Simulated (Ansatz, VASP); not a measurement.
One calculation of InAs, two programs

The input INCAR:

```
ALGO = Normal
EDIFF = 1E-6
ENCUT = 520
GGA = PE
ISIF = 2
ISMEAR = -1
LASPH = T
LCHARG = F
LREAL = F
LWAVE = F
NBANDS = 16
NELM = 60
PREC = Accurate
SIGMA = 0.05
```

Contents of KPOINTS:

```
k-points
0
Gamma
  12 12 12
```

Contents of POSCAR:

```
InAs
1.0
    3.4287568833      0.0000000000      0.0000000000
    0.0000000000      3.4287568833      0.0000000000
    0.0000000000      0.0000000000      3.4287568833
In As
1 1
Direct
    0.0000000000      0.0000000000      0.0000000000
    0.5000000000      0.5000000000      0.5000000000
```

Input for Ansatz:

```yaml
crystal:
  lattice:
    - [3.4287568833, 0.0, 0.0]
    - [0.0, 3.4287568833, 0.0]
    - [0.0, 0.0, 3.4287568833]
  atoms:
    - { symbol: In, position: [0.0, 0.0, 0.0] }
    - { symbol: As, position: [0.5, 0.5, 0.5] }
kpoints:
  mp_grid: { grid: [12, 12, 12] }
scf:
  occupations: { method: fermi_dirac, width: 0.05 }
hamiltonian:
  xc: pbe
  pseudopotentials: { kind: paw }
output:
  forces: true
  stress: true
  eigenvalues: true
  populations: true
  write_density: true
  write_potential: true
  elf: true
  volumetric_format: npy
```

Change from the starting cell: volume scaled by 0.88, PAW files.

Alike in both runs: task single point; functional PBE; k mesh 12 × 12 × 12; occupations fermi-dirac, width 0.05 eV; no spin polarisation.

|  | VASP | Ansatz |
| --- | --- | --- |
| version | VASP 6.6.1 | Ansatz 0.2.0 |
| potentials or method | VASP PAW PBE potentials, release 64 (In_d, As) | PAW with Ansatz's default frozen-core files, scalar-relativistic |
| plane-wave cutoff (eV) | 520 | 420 |
| valence electrons in the cell | 18 | 28 |

```csv
,VASP,Ansatz,Ansatz less VASP
pressure (GPa),9.6,9.6,-0.07
```

The functional is the same, so the differences come from potentials, cutoffs and numerics. VASP's potentials hold 18 valence electrons a cell and Ansatz's 28, so a difference there can come from the potentials and not from the codes.
